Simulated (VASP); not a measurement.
Ni:

```
Ni
1.0
     2.44802    0.00000    0.00000
    -1.22401    2.12005    0.00000
     0.00000    0.00000    4.07281
Ni
2
Direct
  0.66667 0.33333 0.75000
  0.33333 0.66667 0.25000
```

This isn't the form of Ni at room conditions, which is fcc.

```yaml
Program: VASP 6.6.1
Task: relaxation of cell and atoms
Functional: RPBE
Dispersion: D3(BJ)
Potentials_or_basis: VASP PAW PBE potentials, release 64 (Ni)
Cutoff: 600 eV
k_mesh: 12 × 12 × 7
Occupations: fermi-dirac, width 0.05 eV
Spin: collinear spin, ferromagnetic start
Starting_moments: "[1.0, 1.0] μB"
```

At the start: pressure -21.4 GPa; volume 10.57 Å³/atom.

Question: How do energy, volume and symmetry change on relaxing?

Answer: Over 9 steps the energy falls by 73.2 meV/atom and the volume is 9.59 Å³/atom (-9.2 %); space group P6_3/mmc (No. 194, to 0.1 Å) before and after; moment 1.20 μB per cell.

The path:
| step | energy change (eV) | largest force (eV/Å) | pressure (GPa) | volume (Å³) |
| --- | --- | --- | --- | --- |
| 1 | 0.0000 | 0.0000 | -21.43 | 21.14 |
| 2 | 0.0990 | 0.0000 | 42.06 | 17.10 |
| 3 | -0.1453 | 0.0000 | -0.58 | 19.22 |
| 4 | -0.1454 | 0.0000 | 0.11 | 19.18 |
| 5 | -0.1454 | 0.0000 | 0.66 | 19.14 |
| 6 | -0.1463 | 0.0000 | 0.53 | 19.15 |
| 7 | -0.1463 | 0.0000 | 0.62 | 19.15 |
| 8 | -0.1462 | 0.0000 | -0.77 | 19.24 |
| 9 | -0.1464 | 0.0000 | 0.03 | 19.19 |

Final structure:
```
Ni
1.0
     2.38205    0.00000    0.00000
    -1.19102    2.06291    0.00000
     0.00000    0.00000    3.90439
Ni
2
Direct
  0.66667 0.33333 0.75000
  0.33333 0.66667 0.25000
```

Caveat: the PAW data sets were made with another functional, which shifts forces and pressure a little.
